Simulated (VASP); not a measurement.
Crystal: CdS (Hawleyite).

```
Cd S
1.0
     0.00000    2.91650    2.91650
     2.91650    0.00000    2.91650
     2.91650    2.91650    0.00000
Cd S
1 1
Direct
  0.00000 0.00000 0.00000
  0.75000 0.75000 0.75000
```

```yaml
Program: VASP 6.6.1
Task: relaxation of cell and atoms
Functional: LDA
Potentials_or_basis: VASP PAW LDA potentials, release 64 (Cd, S)
Cutoff: 600 eV
k_mesh: 8 × 8 × 8
Occupations: fermi-dirac, width 0.05 eV
Spin: no spin polarisation
```

At the start: pressure -2.0 GPa; volume 24.81 Å³/atom.

**Question.** Where does the relaxation end?

**Answer.** Over 3 steps the energy falls by 5.1 meV/atom and the volume is 24.02 Å³/atom (-3.2 %); space group F-43m (No. 216, to 0.05 Å).

The path:
| step | energy change (eV) | largest force (eV/Å) | pressure (GPa) | volume (Å³) |
| --- | --- | --- | --- | --- |
| 1 | 0.0000 | 0.0000 | -2.02 | 49.62 |
| 2 | -0.0083 | 0.0000 | 0.96 | 47.40 |
| 3 | -0.0102 | 0.0000 | 0.00 | 48.05 |

Final structure:
```cif
data_structure
_symmetry_space_group_name_H-M 'P 1'
_symmetry_Int_Tables_number 1
_cell_length_a 4.0807
_cell_length_b 4.0807
_cell_length_c 4.0807
_cell_angle_alpha 60.000
_cell_angle_beta 60.000
_cell_angle_gamma 60.000
_cell_volume 48.05
loop_
_atom_site_label
_atom_site_type_symbol
_atom_site_fract_x
_atom_site_fract_y
_atom_site_fract_z
_atom_site_occupancy
Cd1 Cd 0.00000 0.00000 0.00000 1
S1 S 0.75000 0.75000 0.75000 1
```
